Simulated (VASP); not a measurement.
# Ga2Sb2CO in VASP: single point with PBE+D3(BJ)

Aim: the single point of Ga2Sb2CO with PBE+D3(BJ).

Everything below comes from runs of VASP 6.6.1. Logs are shortened: lines on timing, memory, paths and dates and some standing lists are left out, and cuts for length are marked.

## (1) The cell of the first run

The cell holds a slab with vacuum, 6 atoms: a = 4.334 Å, b = 4.334 Å, c = 23.620 Å, α = 90.00°, β = 90.00°, γ = 120.00°.

## (2) Single point, PBE+D3(BJ)

The input, INCAR:

```
PREC = Accurate ; ENCUT = 520
EDIFF = 1E-6 ; ISMEAR = 0
SIGMA = 0.1 ; LREAL = F
LASPH = T ; NELM = 120
ALGO = Normal ; ISIF = 2
LWAVE = F ; LCHARG = T
LDIPOL = T ; IDIPOL = 3
DIPOL = 0.5 0.5 0.352 ; GGA = PE
IVDW = 12 ; LELF = T
LVHAR = T ; LVACPOTAV = T
NBANDS = 42 ; GGA_COMPAT = F
NELMDL = -8
```

The input, KPOINTS:

```
Automatic mesh
0
Gamma
  6 6 1
```

The input, POSCAR:

```
Ga2Sb2CO
1.0
    4.3343814647      0.0000000000      0.0000000000
   -2.1671907324      3.7536844581      0.0000000000
    0.0000000000      0.0000000000     23.6197422994
Sb Ga O C
2 2 1 1
Direct
    0.0000000000      0.0000000000      0.1693498578
    0.3333333333      0.6666666667      0.3259656336
    0.3333333333      0.6666666667      0.2068080104
    0.6666666667      0.3333333333      0.3585874135
    1.5555555556      0.7777777778      0.5025347927
    1.5555555556      0.7777777778      0.5512228768
```

Potentials or basis: VASP PAW PBE potentials, release 64 (Sb_d_GW, Ga_d, O, C).

Started as:

```
cat potpaw_PBE.64/Sb_d_GW/POTCAR potpaw_PBE.64/Ga_d/POTCAR potpaw_PBE.64/O/POTCAR potpaw_PBE.64/C/POTCAR > POTCAR
mpirun -np 1 vasp_std > vasp.out
```

OUTCAR:

```text
PREC = Accurate
   ENCUT = 520
   EDIFF = 1E-6
   ISMEAR = 0
   LREAL = F
   LASPH = T
   NELM = 120
   ISIF = 2
   GGA = PE
   IVDW = 12
   NELMDL = -8
 IVDW          = 12

 ion  position               nearest neighbor table
   1  0.000  0.000  0.169-   3 2.65   3 2.65   3 2.65
   2  0.333  0.667  0.326-   4 2.62   4 2.62   4 2.62   3 2.81
   3  0.333  0.667  0.207-   1 2.65   1 2.65   1 2.65   2 2.81
   4  0.667  0.333  0.359-   2 2.62   2 2.62   2 2.62
   5  0.556  0.778  0.503-   6 1.15
   6  0.556  0.778  0.551-   5 1.15

  LATTYP: Found a hexagonal cell.
 ALAT       =     4.3343814647
 C/A-ratio  =     5.4493916818

  Lattice vectors:

 A1 = (   4.3343814647,   0.0000000000,   0.0000000000)
 A2 = (  -2.1671907324,   3.7536844581,   0.0000000000)
 A3 = (   0.0000000000,   0.0000000000,  23.6197422994)

Analysis of symmetry for initial positions (statically):
=====================================================================
 Subroutine PRICEL returns:
 Original cell was already a primitive cell.

 Routine SETGRP: Setting up the symmetry group for a
 hexagonal supercell.

 Subroutine GETGRP returns: Found  2 space group operations
 (whereof  2 operations were pure point group operations)
 out of a pool of 24 trial point group operations.

The static configuration has the point symmetry C_1h.

Analysis of symmetry for dynamics (positions and initial velocities):
=====================================================================
 Subroutine PRICEL returns:
 Original cell was already a primitive cell.

 Routine SETGRP: Setting up the symmetry group for a
 hexagonal supercell.

 Subroutine GETGRP returns: Found  2 space group operations
 (whereof  2 operations were pure point group operations)
 out of a pool of 24 trial point group operations.

The dynamic configuration has the point symmetry C_1h.

 Subroutine INISYM returns: Found  2 space group operations
 (whereof  2 operations are pure point group operations),
 and found     1 'primitive' translations

----------------------------------------------------------------------------------------

                                     Primitive cell

  volume of cell :     384.2909

  direct lattice vectors                    reciprocal lattice vectors
     4.334381465  0.000000000  0.000000000     0.230713427  0.133202459  0.000000000
    -2.167190732  3.753684458  0.000000000     0.000000000  0.266404918  0.000000000
     0.000000000  0.000000000 23.619742299     0.000000000  0.000000000  0.042337464

  length of vectors
     4.334381465  4.334381465 23.619742299     0.266404918  0.266404918  0.042337464

  position of ions in fractional coordinates (direct lattice)
     0.000000000  0.000000000  0.169349858
     0.333333333  0.666666667  0.325965634
     0.333333333  0.666666667  0.206808010
     0.666666667  0.333333333  0.358587413
     0.555555556  0.777777778  0.502534793
     0.555555556  0.777777778  0.551222877

  ion indices of the primitive-cell ions
   primitive index   ion index
                 1           1
                 2           2
                 3           3
                 4           4
                 5           5
                 6           6

----------------------------------------------------------------------------------------

 KPOINTS: Automatic mesh

Automatic generation of k-mesh.
 Grid dimensions read from file:
 generate k-points for:    6    6    1

 Generating k-lattice:

  Cartesian coordinates                     Fractional coordinates (reciprocal lattice)
     0.038452238  0.022200410  0.000000000     0.166666667  0.000000000  0.000000000
     0.000000000  0.044400820  0.000000000     0.000000000  0.166666667  0.000000000
     0.000000000  0.000000000  0.042337464     0.000000000  0.000000000  1.000000000

  Length of vectors
     0.044400820  0.044400820  0.042337464

  Shift w.r.t. Gamma in fractional coordinates (k-lattice)
     0.000000000  0.000000000  0.000000000

 Subroutine IBZKPT returns following result:
 ===========================================

 Found     13 irreducible k-points:

 Following reciprocal coordinates:
            Coordinates               Weight
  0.000000  0.000000  0.000000      1.000000
  0.166667  0.000000  0.000000      2.000000
  0.000000  0.166667  0.000000      4.000000
  0.333333  0.000000  0.000000      2.000000
  0.000000  0.333333  0.000000      4.000000
  0.500000  0.000000  0.000000      1.000000
  0.000000  0.500000  0.000000      2.000000
  0.166667  0.166667  0.000000      4.000000
 -0.166667  0.333333  0.000000      2.000000
  0.333333  0.166667  0.000000      4.000000
 -0.166667  0.500000  0.000000      4.000000
  0.500000  0.333333  0.000000      4.000000
  0.333333  0.333333  0.000000      2.000000
   k-points           NKPTS =     13   k-points in BZ     NKDIM =     13   number of bands    NBANDS=     42
   number of dos      NEDOS =    301   number of ions     NIONS =      6
   total plane-waves  NPLWV = 184320
   dimension x,y,z NGX =    32 NGY =   32 NGZ =  180
   dimension x,y,z NGXF=    64 NGYF=   64 NGZF=  360
   ions per type =               2   2   1   1
   NGX,Y,Z   is equivalent  to a cutoff of  12.27, 12.27, 12.67 a.u.
   NGXF,Y,Z  is equivalent  to a cutoff of  24.55, 24.55, 25.34 a.u.
 SYSTEM =  unknown system
   PREC   = accura    normal or accurate (medium, high low for compatibility)
   ISTART =      0    job   : 0-new  1-cont  2-samecut
   ICHARG =      2    charge: 1-file 2-atom 10-const
   ISPIN  =      1    spin polarized calculation?
   LNONCOLLINEAR =      F non collinear calculations
   LSORBIT =      F    spin-orbit coupling
   LASPH  =      T    aspherical Exc in radial PAW
   ENCUT  =  520.0 eV  38.22 Ry    6.18 a.u.   8.06  8.06 43.92*2*pi/ulx,y,z
   NELM   =    120;   NELMIN=  2; NELMDL= -8     # of ELM steps
   EDIFF  = 0.1E-05   stopping-criterion for ELM
   LREAL  =      F    real-space projection
   EDIFFG = 0.1E-04   stopping-criterion for IOM
   NSW    =      0    number of steps for IOM
   IBRION =     -1    ionic relax: 0-MD 1-quasi-New 2-CG
   NFREE  =      0    steps in history (QN), initial steepest desc. (CG)
   ISIF   =      2    stress and relaxation
   ISYM   =      2    0-nonsym 1-usesym 2-fastsym
   POTIM  = 0.5000    time-step for ionic-motion
   TEBEG  =    0.0;   TEEND  =   0.0 temperature during run
   PSTRESS=    0.0 pullay stress
   NELECT =      66.0000    total number of electrons
   NUPDOWN=      -1.0000    fix difference up-down
   EMIN   =  10.00;   EMAX   =-10.00  energy-range for DOS
   EFERMI =   0.00;   METHOD = LEGACY
   ISMEAR =     0;   SIGMA  =   0.10  broadening in eV -4-tet -1-fermi 0-gaus
   EFERMI_NEDOS =   21; number of points for ismear=-14 and -15
   IALGO  =     38    algorithm
   IMIX   =      4    mixing-type and parameters
     AMIX     =   0.40;   BMIX     =  1.00
     AMIX_MAG =   1.60;   BMIX_MAG =  1.00
  volume/ion in A,a.u.               =      64.05       432.22
  Fermi-wavevector in a.u.,A,eV,Ry     =   0.909989  1.719630 11.266711  0.828080
  Thomas-Fermi vector in A             =   2.034098
   LORBIT       =      0    0 simple, 1 ext, 2 COOP (PROOUT), +10 PAW based schemes
   GGA     = PE    functional components
   LHFCALC =     F    Hartree Fock is set to
   AEXX    =    0.0000 exact exchange contribution
   IVDW    =    12    specifies the selected vdW correction
   LEPSILON=     F    determine dielectric tensor
   LRPA    =     F    only Hartree local field effects (RPA)
 non-spin polarized calculation
 Gauss-broadening in eV      SIGMA  =   0.10
  energy-cutoff  :      520.00
  volume of cell :      384.29
 maximum number of plane-waves:     10378
   NGX = 17   NGY = 17   NGZ = 87

 dipolmoment           0.000000      0.000000      0.000062 electrons x Angstroem

 number of electron      66.0000002 magnetization

 dipolmoment           0.000000      0.000000     -0.098014 electrons x Angstroem

 Free energy of the ion-electron system (eV)
  ---------------------------------------------------
  ext. energy  EPLUGINS =         0.00000000
  ---------------------------------------------------
  free energy    TOTEN  =       -28.30249099 eV

  energy without entropy =      -28.29602707  energy(sigma->0) =      -28.29925903

 E-fermi :  -1.2781     XC(G=0):  -4.2095

 val. band max:       -1.2917529093   @ k =   0.0000   0.0000   0.0000
 cond. band min:      -1.2615506022   @ k =   0.3333   0.3333   0.0000
 fundamental gap:      0.0302023072
 Fermi energy:        -1.2781459043

 k-point     1 :       0.0000    0.0000    0.0000
  band No.  band energies     occupation
      1     -30.5147      2.00000
      2     -30.5010      2.00000
      3     -30.5001      2.00000
      4     -30.4864      2.00000
      5     -30.4856      2.00000
      6     -29.5497      2.00000
[... 34 lines left out ...]
     41       2.1466      0.00000
     42       2.5480      0.00000

 k-point     2 :       0.1667    0.0000    0.0000
  band No.  band energies     occupation
      1     -30.5141      2.00000
      2     -30.5014      2.00000
      3     -30.4996      2.00000
      4     -30.4858      2.00000
      5     -30.4857      2.00000
      6     -29.5498      2.00000
[... 34 lines left out ...]
     41       2.5777      0.00000
     42       2.6405      0.00000

 k-point     3 :       0.0000    0.1667    0.0000
  band No.  band energies     occupation
      1     -30.5141      2.00000
      2     -30.5010      2.00000
      3     -30.5001      2.00000
      4     -30.4864      2.00000
      5     -30.4851      2.00000
      6     -29.5497      2.00000
[... 34 lines left out ...]
     41       2.5778      0.00000
     42       2.6311      0.00000

 k-point     4 :       0.3333    0.0000    0.0000
  band No.  band energies     occupation
      1     -30.5129      2.00000
      2     -30.5021      2.00000
      3     -30.4988      2.00000
      4     -30.4860      2.00000
      5     -30.4844      2.00000
      6     -29.5502      2.00000
[... 34 lines left out ...]
     41       3.4639      0.00000
     42       3.5448      0.00000

 k-point     5 :       0.0000    0.3333    0.0000
  band No.  band energies     occupation
      1     -30.5129      2.00000
      2     -30.5015      2.00000
      3     -30.4994      2.00000
      4     -30.4866      2.00000
      5     -30.4838      2.00000
      6     -29.5501      2.00000
[... 34 lines left out ...]
     41       3.4322      0.00000
     42       3.5463      0.00000

 k-point     6 :       0.5000    0.0000    0.0000
  band No.  band energies     occupation
      1     -30.5124      2.00000
      2     -30.5023      2.00000
      3     -30.4984      2.00000
      4     -30.4861      2.00000
      5     -30.4837      2.00000
      6     -29.5504      2.00000
[... 34 lines left out ...]
     41       3.6808      0.00000
     42       4.0432      0.00000

 k-point     7 :       0.0000    0.5000    0.0000
  band No.  band energies     occupation
      1     -30.5124      2.00000
      2     -30.5018      2.00000
      3     -30.4990      2.00000
      4     -30.4867      2.00000
      5     -30.4831      2.00000
      6     -29.5503      2.00000
[... 34 lines left out ...]
     41       3.7804      0.00000
     42       3.9204      0.00000

 k-point     8 :       0.1667    0.1667    0.0000
  band No.  band energies     occupation
      1     -30.5131      2.00000
      2     -30.5016      2.00000
      3     -30.4992      2.00000
      4     -30.4860      2.00000
      5     -30.4847      2.00000
      6     -29.5497      2.00000
[... 34 lines left out ...]
     41       2.8651      0.00000
     42       3.1804      0.00000

 k-point     9 :      -0.1667    0.3333    0.0000
  band No.  band energies     occupation
      1     -30.5131      2.00000
      2     -30.5009      2.00000
      3     -30.5000      2.00000
      4     -30.4866      2.00000
      5     -30.4841      2.00000
      6     -29.5496      2.00000
[... 34 lines left out ...]
     41       2.9066      0.00000
     42       3.1729      0.00000

 k-point    10 :       0.3333    0.1667    0.0000
  band No.  band energies     occupation
      1     -30.5122      2.00000
      2     -30.5020      2.00000
      3     -30.4989      2.00000
      4     -30.4856      2.00000
      5     -30.4842      2.00000
      6     -29.5496      2.00000
[... 34 lines left out ...]
     41       3.4699      0.00000
     42       3.8324      0.00000

 k-point    11 :      -0.1667    0.5000    0.0000
  band No.  band energies     occupation
      1     -30.5122      2.00000
      2     -30.5013      2.00000
      3     -30.4995      2.00000
      4     -30.4863      2.00000
      5     -30.4835      2.00000
      6     -29.5494      2.00000
[... 34 lines left out ...]
     41       3.5138      0.00000
     42       3.9551      0.00000

 k-point    12 :       0.5000    0.3333    0.0000
  band No.  band energies     occupation
      1     -30.5122      2.00000
      2     -30.5016      2.00000
      3     -30.4992      2.00000
      4     -30.4861      2.00000
      5     -30.4837      2.00000
      6     -29.5495      2.00000
[... 34 lines left out ...]
     41       3.6122      0.00000
     42       3.8018      0.00000

 k-point    13 :       0.3333    0.3333    0.0000
  band No.  band energies     occupation
      1     -30.5118      2.00000
      2     -30.5013      2.00000
      3     -30.4996      2.00000
      4     -30.4852      2.00000
      5     -30.4844      2.00000
      6     -29.5483      2.00000
[... 34 lines left out ...]
     41       4.1494      0.00000
     42       4.3439      0.00000

------------------------ aborting loop because EDIFF is reached ----------------------------------------

 Edisp (eV)   -0.98528

 E8    (eV) :    -0.4594

  FORCE on cell =-STRESS in cart. coord.  units (eV):
  Direction    XX          YY          ZZ          XY          YZ          ZX
  --------------------------------------------------------------------------------------
  -------------------------------------------------------------------------------------
  Total      -0.12800    -0.12050    -1.15443    -0.00650     0.01443     0.02499
  in kB      -0.53364    -0.50237    -4.81304    -0.02708     0.06016     0.10420
  external pressure =       -1.95 kB  Pullay stress =        0.00 kB

 VOLUME and BASIS-vectors are now :
 -----------------------------------------------------------------------------
  energy-cutoff  :      520.00
  volume of cell :      384.29
      direct lattice vectors                 reciprocal lattice vectors
     4.334381465  0.000000000  0.000000000     0.230713427  0.133202459  0.000000000
    -2.167190732  3.753684458  0.000000000     0.000000000  0.266404918  0.000000000
     0.000000000  0.000000000 23.619742299     0.000000000  0.000000000  0.042337464

 POSITION                                       TOTAL-FORCE (eV/Angst)
 -----------------------------------------------------------------------------------
      0.00000      0.00000      4.00000        -0.002819     -0.001627      0.167901
     -0.00000      2.50246      7.69922        -0.000532     -0.000307     -0.022581
     -0.00000      2.50246      4.88475         0.000352      0.000203     -0.143494
      2.16719      1.25123      8.46974        -0.002165     -0.001250      0.007797
      0.72240      2.91953     11.86974         0.007560      0.004364      0.685691
      0.72240      2.91953     13.01974        -0.002396     -0.001383     -0.695314
 -----------------------------------------------------------------------------------
    total drift:                                0.000494      0.000287     -0.001368

  FREE ENERGIE OF THE ION-ELECTRON SYSTEM (eV)
  ---------------------------------------------------
  free  energy   TOTEN  =       -29.2877709979 eV

  energy  without entropy=      -29.2813070745  energy(sigma->0) =      -29.28453904

 vacuum level on the upper side and lower side of the slab         2.506         3.598
```

It took 10 min on 1 thread of Intel Xeon Platinum 8488C (Sapphire Rapids), shared host; peak memory 0.62 GiB.

Results:

- Free energy: -29.2878 eV
- Largest force: 0.695 eV/Å
- Band gap on the k mesh: 0.03 eV (least direct gap 0.15 eV)
- Dispersion energy per atom: -0.164 eV

Forces in eV/Å, atoms in the order of the input:
```
Sb  -0.003 -0.002  0.168
Sb  -0.001  0.000 -0.023
Ga   0.000  0.000 -0.143
Ga  -0.002 -0.001  0.008
O    0.008  0.004  0.686
C   -0.002 -0.001 -0.695
```

Levels at points of the mesh, in eV from the valence-band top:
```
           k point  band 29  band 30  band 31  band 32  band 33  band 34  band 35  band 36  band 37  band 38
(0.00, 0.00, 0.00)    -2.12    -1.13    -1.13     0.00     0.00     0.15     0.89     1.45     1.46     1.74
(0.50, 0.00, 0.00)    -5.70    -2.53    -2.46    -1.30    -1.20     0.40     0.68     1.19     1.31     1.66
(0.00, 0.50, 0.00)    -5.70    -2.52    -2.46    -1.30    -1.20     0.36     0.70     1.18     1.32     1.67
```

Caveat: spin-orbit coupling is left out, which moves the levels of the heavy elements.
